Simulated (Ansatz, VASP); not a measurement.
## Two plane-wave programs on Ga

```
Ga
1.0
     0.00000    1.89684    3.04817
     1.64376    0.00000    3.04817
     1.64376    1.89684    0.00000
Ga
1
Direct
  0.50000 0.50000 0.50000
```

Alike in both runs: task single point; functional PBE; k mesh 8 × 8 × 8; occupations gaussian, width 0.1 eV; no spin polarisation.

|  | VASP | Ansatz |
| --- | --- | --- |
| version | VASP 6.6.1 | Ansatz 0.2.0 |
| potentials or method | VASP PAW PBE potentials, release 64 (Ga_d), cutoff 520 eV | scalar-relativistic, plane waves, PAW |
| valence electrons in the cell | 13 | 13 |

VASP gave:

* gap on the k mesh at the Fermi level (eV): none
* pressure (GPa): 8.0
* traceless stress, the component that is largest in VASP (GPa): -13.10

Question: Estimate Ansatz's values.

Answer: gap on the k mesh at the Fermi level (eV): none; pressure (GPa): 7.8; traceless stress, the component that is largest in VASP (GPa): -12.96.

A gap of «none» marks a metal or a gap that the smearing closes.
